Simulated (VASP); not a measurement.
# AlNi (Pm-3m) in VASP: further runs, part 2 of 2

VASP 6.6.1. Earlier steps stand in the parts before.

### 3 Single point, PBE

This run uses another cell than the first one, of the same volume but with other edges.

The input, INCAR:

```
SYSTEM = AlNi
PREC     = Accurate       ! precision mode
ENCUT    = 520            ! plane-wave cutoff, eV
EDIFF    = 1E-6           ! SCF threshold, eV
ISMEAR   = 0              ! smearing method
SIGMA    = 0.1            ! smearing width, eV
LREAL    = .FALSE.        ! projectors in reciprocal space
LASPH    = .TRUE.         ! aspherical terms in the spheres
NELM     = 100            ! most SCF steps
ALGO     = Fast           ! electronic algorithm
ISIF     = 2              ! what is computed and relaxed
LWAVE    = .FALSE.        ! write WAVECAR
LCHARG   = .FALSE.        ! write CHGCAR
GGA      = PE             ! functional
ISYM     = 0            
NBANDS   = 14             ! bands
```

The input, KPOINTS:

```
regular mesh
0
G
  12 9 17
  0 0 0
```

The input, POSCAR:

```
AlNi
1.0
    2.8930919372      0.0000000000      0.0000000000
    0.0000000000      4.0914498548      0.0000000000
    0.0000000000      2.0457249274      2.0457249274
Al Ni
1 1
Direct
    0.5000000000      0.5000000000      0.0000000000
    0.0000000000      0.0000000000      0.0000000000
```

Potentials or basis: VASP PAW PBE potentials, release 64 (Al, Ni).

Run with:

```bash
cat potpaw_PBE.64/Al/POTCAR potpaw_PBE.64/Ni/POTCAR > POTCAR
mpirun -np 1 vasp_std > vasp.out
```

OUTCAR:

```text
SYSTEM = AlNi
   PREC = Accurate
   ENCUT = 520
   EDIFF = 1E-6
   ISMEAR = 0
   LREAL = .FALSE.
   LASPH = .TRUE.
   NELM = 100
   ISIF = 2
   GGA = PE
   ISYM = 0

 ion  position               nearest neighbor table
   1  0.500  0.500  0.000-   2 2.51   2 2.51   2 2.51   2 2.51   2 2.51   2 2.51   2 2.51   2 2.51

   2  0.000  0.000  0.000-   1 2.51   1 2.51   1 2.51   1 2.51   1 2.51   1 2.51   1 2.51   1 2.51

IMPORTANT INFORMATION: All symmetrisations will be switched off!
NOSYMM: (Re-)initialisation of all symmetry stuff for point group C_1.

----------------------------------------------------------------------------------------

                                     Primitive cell

  volume of cell :      24.2151

  direct lattice vectors                    reciprocal lattice vectors
     2.893091937  0.000000000  0.000000000     0.345650958  0.000000000  0.000000000
     0.000000000  4.091449855  0.000000000     0.000000000  0.244412136 -0.244412136
     0.000000000  2.045724927  2.045724927     0.000000000  0.000000000  0.488824273

  length of vectors
     2.893091937  4.091449855  2.893091937     0.345650958  0.345650958  0.488824273

  position of ions in fractional coordinates (direct lattice)
     0.500000000  0.500000000  0.000000000
     0.000000000  0.000000000  0.000000000

  ion indices of the primitive-cell ions
   primitive index   ion index
                 1           1
                 2           2

----------------------------------------------------------------------------------------

 KPOINTS: regular mesh

Automatic generation of k-mesh.
 Grid dimensions read from file:
 generate k-points for:   12    9   17

 Generating k-lattice:

  Cartesian coordinates                     Fractional coordinates (reciprocal lattice)
     0.028804247  0.000000000  0.000000000     0.083333333  0.000000000  0.000000000
     0.000000000  0.027156904 -0.027156904     0.000000000  0.111111111  0.000000000
     0.000000000  0.000000000  0.028754369     0.000000000  0.000000000  0.058823529

  Length of vectors
     0.028804247  0.038405662  0.028754369

  Shift w.r.t. Gamma in fractional coordinates (k-lattice)
[... 108 lines left out ...]
  energy-cutoff  :      520.00
  volume of cell :       24.22
 maximum number of plane-waves:       669
 NGX is ok and might be reduce to    24

 number of electron      13.0000004 magnetization

 Free energy of the ion-electron system (eV)
  ---------------------------------------------------
  ext. energy  EPLUGINS =         0.00000000
  ---------------------------------------------------
  free energy    TOTEN  =       -10.54039093 eV

  energy without entropy =      -10.53645969  energy(sigma->0) =      -10.53842531

 E-fermi :   9.8572     XC(G=0): -11.9880

 val. band max:        9.8564849577   @ k =  -0.0833  -0.4444   0.3529
 cond. band min:       9.8585693772   @ k =   0.3333   0.4444   0.3529
 fundamental gap:      0.0020844196
 Fermi energy:         9.8572441356

 k-point     1 :       0.0000    0.0000    0.0000
  band No.  band energies     occupation
      1      -1.1855      2.00000
      2       6.6918      2.00000
      3       6.6979      2.00000
      4       8.3425      2.00000
      5       8.3458      2.00000
      6       8.3485      2.00000
      7      15.3071      0.00000
      8      15.3072      0.00000
      9      15.3077      0.00000
     10      17.9436      0.00000
     11      17.9462      0.00000
     12      23.3785      0.00000
     13      30.6416      0.00000
     14      30.6418      0.00000
[... 377 lines left out ...]
      1       1.6122      2.00000
      2       5.9557      2.00000
      3       6.9961      2.00000
      4       7.5915      2.00000
      5       7.8667      2.00000
      6       8.1403      2.00000
      7       9.9847      0.07143
      8      13.1776      0.00000
      9      17.8790      0.00000
     10      18.6818      0.00000
     11      21.2798      0.00000
     12      24.0961      0.00000
     13      26.0000      0.00000
     14      27.2452      0.00000

 [... further k-points ...]

------------------------ aborting loop because EDIFF is reached ----------------------------------------

  FORCE on cell =-STRESS in cart. coord.  units (eV):
  Direction    XX          YY          ZZ          XY          YZ          ZX
  --------------------------------------------------------------------------------------
  -------------------------------------------------------------------------------------
  Total       -0.0844742     -0.0172657     -0.0114800      0.0000016      0.0117759      0.0000007
  in kB       -5.5891757     -1.1423710     -0.7595658      0.0001073      0.7791475      0.0000462
  external PRESSURE =      -2.4970375 kB  Pullay stress =       0.0000000 kB

 VOLUME and BASIS-vectors are now :
 -----------------------------------------------------------------------------
  energy-cutoff  :      520.00
  volume of cell :       24.22
      direct lattice vectors                 reciprocal lattice vectors
     2.893091937  0.000000000  0.000000000     0.345650958  0.000000000  0.000000000
     0.000000000  4.091449855  0.000000000     0.000000000  0.244412136 -0.244412136
     0.000000000  2.045724927  2.045724927     0.000000000  0.000000000  0.488824273

 POSITION                                       TOTAL-FORCE (eV/Angst)
 -----------------------------------------------------------------------------------
      1.44655      2.04572      0.00000        -0.000000      0.000000      0.000000
      0.00000      0.00000      0.00000         0.000000     -0.000000     -0.000000
 -----------------------------------------------------------------------------------
    total drift:                                0.000001      0.000000     -0.000001

  FREE ENERGIE OF THE ION-ELECTRON SYSTEM (eV)
  ---------------------------------------------------
  free  energy   TOTEN  =       -10.5403909348 eV

  energy  without entropy=      -10.5364596861  energy(sigma->0) =      -10.53842531
```

OSZICAR:

```text
N       E                     dE             d eps       ncg     rms          rms(c)
DAV:   1     0.409328979489E+02    0.40933E+02   -0.54474E+03 26330   0.973E+02
DAV:   2    -0.101790187343E+02   -0.51112E+02   -0.46239E+02 27376   0.179E+02
DAV:   3    -0.119342144074E+02   -0.17552E+01   -0.17384E+01 32782   0.370E+01
DAV:   4    -0.119580095863E+02   -0.23795E-01   -0.23789E-01 30462   0.389E+00
DAV:   5    -0.119587312115E+02   -0.72163E-03   -0.72161E-03 33404   0.732E-01    0.118E+01
RMM:   6    -0.138840664704E+02   -0.19253E+01   -0.14010E+01 31272   0.466E+01    0.167E+01
RMM:   7    -0.105544853227E+02    0.33296E+01   -0.39403E+00 28845   0.242E+01    0.111E+00
RMM:   8    -0.105493979275E+02    0.50874E-02   -0.79905E-02 27416   0.272E+00    0.660E-01
RMM:   9    -0.105438677215E+02    0.55302E-02   -0.24919E-02 29330   0.979E-01    0.522E-01
RMM:  10    -0.105403477520E+02    0.35200E-02   -0.65705E-03 31625   0.102E+00    0.110E-01
RMM:  11    -0.105405550149E+02   -0.20726E-03   -0.62762E-04 35084   0.291E-01    0.127E-01
RMM:  12    -0.105403799181E+02    0.17510E-03   -0.32624E-04 34528   0.199E-01    0.154E-02
RMM:  13    -0.105403888283E+02   -0.89101E-05   -0.83054E-05 35886   0.604E-02    0.106E-02
RMM:  14    -0.105403908240E+02   -0.19957E-05   -0.15700E-05 35281   0.262E-02    0.111E-02
RMM:  15    -0.105403909348E+02   -0.11086E-06   -0.16909E-06 23008   0.140E-02
   1 F= -.10540391E+02 E0= -.10538425E+02  d E =-.393125E-02
```

Wall time 8 min (1 thread of Intel Xeon 8259CL, shared host); peak memory 0.42 GiB.

Results:

```
Free energy            : -10.5404 eV
Pressure               : -0.2 GPa
Band gap on the k mesh : zero (an odd number of electrons rules out a gap without spin polarisation)
```

Spin polarisation is off, so any magnetic state and its effect on volume and gap are missing.
